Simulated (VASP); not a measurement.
# Ir (P6_3/mmc) in VASP: further runs, part 2 of 2

VASP 6.6.1. The steps go on from the part before.

### 4 Single point, LDA

This run uses another cell than the first one, of 15.65 Å³/atom, 1.022 times its volume.

INCAR reads:

```
ALGO = Normal
EDIFF = 1E-6
ENCUT = 500
GGA = CA
GGA_COMPAT = False
ISIF = 2
ISMEAR = 0
LASPH = True
LCHARG = False
LREAL = False
LWAVE = False
NBANDS = 16
NELM = 120
PREC = Accurate
SIGMA = 0.15
```

KPOINTS reads:

```
k-points
0
Gamma
  18 18 10
```

POSCAR reads:

```
Ir
1.0
    2.8946000000      0.0000000000      0.0000000000
   -1.4473000000      2.5067971338      0.0000000000
    0.0000000000      0.0000000000      4.3131000000
Ir
2
Direct
    0.6666666667      0.3333333333      0.7500000000
    0.3333333333      0.6666666667      0.2500000000
```

Potentials or basis: VASP PAW LDA potentials, release 64 (Ir).

On the command line:

```sh
$ cat potpaw_LDA.64/Ir/POTCAR > POTCAR
$ mpirun -np 1 vasp_std > vasp.out
```

OUTCAR:

```text
EDIFF = 1E-6
   ENCUT = 500
   GGA = CA
   ISIF = 2
   ISMEAR = 0
   LASPH = True
   LREAL = False
   NELM = 120
   PREC = Accurate

 ion  position               nearest neighbor table
   1  0.667  0.333  0.750-   2 2.73   2 2.73   2 2.73   2 2.73   2 2.73   2 2.73
   2  0.333  0.667  0.250-   1 2.73   1 2.73   1 2.73   1 2.73   1 2.73   1 2.73

  LATTYP: Found a hexagonal cell.
 ALAT       =     2.8946000000
 C/A-ratio  =     1.4900504387

  Lattice vectors:

 A1 = (   2.8946000000,   0.0000000000,   0.0000000000)
 A2 = (  -1.4473000000,   2.5067971338,   0.0000000000)
 A3 = (   0.0000000000,   0.0000000000,   4.3131000000)

Analysis of symmetry for initial positions (statically):
=====================================================================
 Subroutine PRICEL returns:
 Original cell was already a primitive cell.

 Routine SETGRP: Setting up the symmetry group for a
 hexagonal supercell.

 Subroutine GETGRP returns: Found 24 space group operations
 (whereof 12 operations were pure point group operations)
 out of a pool of 24 trial point group operations.

The static configuration has the point symmetry D_3d.
 The point group associated with its full space group is D_6h.

Analysis of symmetry for dynamics (positions and initial velocities):
=====================================================================
 Subroutine PRICEL returns:
 Original cell was already a primitive cell.

 Routine SETGRP: Setting up the symmetry group for a
 hexagonal supercell.

 Subroutine GETGRP returns: Found 24 space group operations
 (whereof 12 operations were pure point group operations)
 out of a pool of 24 trial point group operations.

The dynamic configuration has the point symmetry D_3d.
 The point group associated with its full space group is D_6h.

 Subroutine INISYM returns: Found 24 space group operations
 (whereof 12 operations are pure point group operations),
 and found     1 'primitive' translations

----------------------------------------------------------------------------------------

                                     Primitive cell

  volume of cell :      31.2966

  direct lattice vectors                    reciprocal lattice vectors
     2.894600000  0.000000000  0.000000000     0.345470877  0.199457704  0.000000000
    -1.447300000  2.506797134  0.000000000     0.000000000  0.398915407  0.000000000
     0.000000000  0.000000000  4.313100000     0.000000000  0.000000000  0.231851800

  length of vectors
     2.894600000  2.894600000  4.313100000     0.398915407  0.398915407  0.231851800

  position of ions in fractional coordinates (direct lattice)
     0.666666667  0.333333333  0.750000000
     0.333333333  0.666666667  0.250000000

  ion indices of the primitive-cell ions
   primitive index   ion index
                 1           1
                 2           2

----------------------------------------------------------------------------------------

 KPOINTS: k-points

Automatic generation of k-mesh.
 Grid dimensions read from file:
 generate k-points for:   18   18   10

 Generating k-lattice:

  Cartesian coordinates                     Fractional coordinates (reciprocal lattice)
     0.019192826  0.011080984  0.000000000     0.055555556  0.000000000  0.000000000
     0.000000000  0.022161967  0.000000000     0.000000000  0.055555556  0.000000000
     0.000000000  0.000000000  0.023185180     0.000000000  0.000000000  0.100000000

  Length of vectors
     0.022161967  0.022161967  0.023185180

  Shift w.r.t. Gamma in fractional coordinates (k-lattice)
     0.000000000  0.000000000  0.000000000

 Subroutine IBZKPT returns following result:
 ===========================================

 Found    222 irreducible k-points:

 Following reciprocal coordinates:
            Coordinates               Weight
  0.000000  0.000000  0.000000      1.000000
  0.055556 -0.000000  0.000000      6.000000
  0.111111 -0.000000  0.000000      6.000000
  0.166667 -0.000000  0.000000      6.000000
  0.222222 -0.000000  0.000000      6.000000
  0.277778  0.000000  0.000000      6.000000
[... 16 lines left out ...]
  0.333333  0.111111  0.000000     12.000000
  0.388889  0.111111  0.000000     12.000000
 [... further k-points ...]
   k-points           NKPTS =    222   k-points in BZ     NKDIM =    222   number of bands    NBANDS=     16
   number of dos      NEDOS =    301   number of ions     NIONS =      2
   total plane-waves  NPLWV =  18432
   dimension x,y,z NGX =    24 NGY =   24 NGZ =   32
   dimension x,y,z NGXF=    48 NGYF=   48 NGZF=   64
   ions per type =               2
   NGX,Y,Z   is equivalent  to a cutoff of  13.78, 13.78, 12.33 a.u.
   NGXF,Y,Z  is equivalent  to a cutoff of  27.57, 27.57, 24.67 a.u.
 SYSTEM =  unknown system
   PREC   = accura    normal or accurate (medium, high low for compatibility)
   ISTART =      0    job   : 0-new  1-cont  2-samecut
   ICHARG =      2    charge: 1-file 2-atom 10-const
   ISPIN  =      1    spin polarized calculation?
   LNONCOLLINEAR =      F non collinear calculations
   LSORBIT =      F    spin-orbit coupling
   LASPH  =      T    aspherical Exc in radial PAW
   ENCUT  =  500.0 eV  36.75 Ry    6.06 a.u.   5.28  5.28  7.86*2*pi/ulx,y,z
   NELM   =    120;   NELMIN=  2; NELMDL= -5     # of ELM steps
   EDIFF  = 0.1E-05   stopping-criterion for ELM
   LREAL  =      F    real-space projection
   EDIFFG = 0.1E-04   stopping-criterion for IOM
   NSW    =      0    number of steps for IOM
   IBRION =     -1    ionic relax: 0-MD 1-quasi-New 2-CG
   NFREE  =      0    steps in history (QN), initial steepest desc. (CG)
   ISIF   =      2    stress and relaxation
   ISYM   =      2    0-nonsym 1-usesym 2-fastsym
   POTIM  = 0.5000    time-step for ionic-motion
   TEBEG  =    0.0;   TEEND  =   0.0 temperature during run
   PSTRESS=    0.0 pullay stress
   NELECT =      18.0000    total number of electrons
   NUPDOWN=      -1.0000    fix difference up-down
   EMIN   =  10.00;   EMAX   =-10.00  energy-range for DOS
   EFERMI =   0.00;   METHOD = LEGACY
   ISMEAR =     0;   SIGMA  =   0.15  broadening in eV -4-tet -1-fermi 0-gaus
   EFERMI_NEDOS =   21; number of points for ismear=-14 and -15
   IALGO  =     38    algorithm
   IMIX   =      4    mixing-type and parameters
     AMIX     =   0.40;   BMIX     =  1.00
     AMIX_MAG =   1.60;   BMIX_MAG =  1.00
  volume/ion in A,a.u.               =      15.65       105.60
  Fermi-wavevector in a.u.,A,eV,Ry     =   1.361444  2.572757 25.218818  1.853531
  Thomas-Fermi vector in A             =   2.488020
   LORBIT       =      0    0 simple, 1 ext, 2 COOP (PROOUT), +10 PAW based schemes
   GGA     = CA    functional components
   LHFCALC =     F    Hartree Fock is set to
   AEXX    =    0.0000 exact exchange contribution
   IVDW    =     0    specifies the selected vdW correction
   LEPSILON=     F    determine dielectric tensor
   LRPA    =     F    only Hartree local field effects (RPA)
 non-spin polarized calculation
 Gauss-broadening in eV      SIGMA  =   0.15
  energy-cutoff  :      500.00
  volume of cell :       31.30
 maximum number of plane-waves:       811
 NGX is ok and might be reduce to    24
   NGX = 11   NGY = 11   NGZ = 15

 number of electron      18.0000000 magnetization

 Free energy of the ion-electron system (eV)
  ---------------------------------------------------
  ext. energy  EPLUGINS =         0.00000000
  ---------------------------------------------------
  free energy    TOTEN  =       -20.02741326 eV

  energy without entropy =      -19.98789159  energy(sigma->0) =      -20.00765243

 E-fermi :   8.7642     XC(G=0): -13.5539

 val. band max:        8.7612083891   @ k =   0.1667   0.1667   0.5000
 cond. band min:       8.7644265976   @ k =   0.1111   0.0556   0.4000
 fundamental gap:      0.0032182085
 Fermi energy:         8.7641982023

 k-point     1 :       0.0000    0.0000    0.0000
  band No.  band energies     occupation
      1      -1.4395      2.00000
      2       1.6967      2.00000
      3       5.3707      2.00000
      4       5.3707      2.00000
      5       6.0443      2.00000
      6       6.0443      2.00000
[... 8 lines left out ...]
     15      26.3140      0.00000
     16      26.3499      0.00000
[... 419 lines left out ...]
 k-point    24 :       0.3889    0.1111    0.0000
  band No.  band energies     occupation
      1       2.3020      2.00000
      2       2.5165      2.00000
      3       2.8411      2.00000
      4       4.6635      2.00000
      5       4.9459      2.00000
      6       5.9420      2.00000
[... 8 lines left out ...]
     15      19.2394      0.00000
     16      21.1479      0.00000

 [... further k-points ...]
[... 5 lines left out ...]
  --------------------------------------------------------------------------------------
  -------------------------------------------------------------------------------------
  Total       -7.0921255     -7.0921255     -3.9413207      0.0000000      0.0000000      0.0000000
  in kB     -363.0694591   -363.0694591   -201.7692990      0.0000000      0.0000000      0.0000000
  external PRESSURE =    -309.3027390 kB  Pullay stress =       0.0000000 kB

 VOLUME and BASIS-vectors are now :
 -----------------------------------------------------------------------------
  energy-cutoff  :      500.00
  volume of cell :       31.30
      direct lattice vectors                 reciprocal lattice vectors
     2.894600000  0.000000000  0.000000000     0.345470877  0.199457704  0.000000000
    -1.447300000  2.506797134  0.000000000     0.000000000  0.398915407  0.000000000
     0.000000000  0.000000000  4.313100000     0.000000000  0.000000000  0.231851800

 POSITION                                       TOTAL-FORCE (eV/Angst)
 -----------------------------------------------------------------------------------
      1.44730      0.83560      3.23483         0.000000     -0.000000      0.000000
     -0.00000      1.67120      1.07828        -0.000000      0.000000      0.000000
 -----------------------------------------------------------------------------------
    total drift:                               -0.000000      0.000000     -0.000000

  FREE ENERGIE OF THE ION-ELECTRON SYSTEM (eV)
  ---------------------------------------------------
  free  energy   TOTEN  =       -20.0274132646 eV

  energy  without entropy=      -19.9878915910  energy(sigma->0) =      -20.00765243
```

It took 50 s on 1 thread of Intel Xeon Platinum 8488C (Sapphire Rapids), shared host; peak memory 0.2 GiB.

What came out:

```
Free energy            : -20.0274 eV
Pressure               : -30.9 GPa
Band gap on the k mesh : zero (band 9 reaches 9.37 eV, above the bottom of band 10 at 6.85 eV)
```

Levels at points of the mesh, in eV from the Fermi level:
```tsv
k point	band 7	band 8	band 9	band 10	band 11	band 12
(0.00, 0.00, 0.00)	-2.70	-2.66	-2.66	0.18	0.18	0.29
(0.50, 0.00, 0.00)	-2.14	0.06	0.60	1.10	2.28	3.42
(0.00, 0.00, 0.50)	-3.53	-3.53	-0.38	-0.38	-0.38	-0.38
(0.50, 0.00, 0.50)	-0.85	-0.85	0.41	0.41	1.75	1.75
```

Caveat: spin-orbit coupling is left out, which moves the levels of the heavy elements.

### 5 The runs side by side

| cell | gap on the mesh (eV) | pressure (GPa) |
| --- | --- | --- |
| a = 2.732, b = 2.732, c = 4.737 Å, angles 90.0, 90.0, 120.0°, 2 atoms | none | -27.3 |
| a = 2.786, b = 2.786, c = 4.620 Å, angles 90.0, 90.0, 120.0°, 2 atoms | none | -32.0 |
| a = 2.895, b = 2.895, c = 4.313 Å, angles 90.0, 90.0, 120.0°, 2 atoms | none | -30.9 |

Alike in all rows: task single point; level LDA; potentials or basis VASP PAW LDA potentials, release 64 (Ir); no spin polarisation; k mesh 18 × 18 × 10; cutoff (eV) 500; smearing gaussian 0.15 eV.

Caveats: spin-orbit coupling is left out, which moves the levels of the heavy elements.

Absolute energies hang on the potentials; compare differences alone.
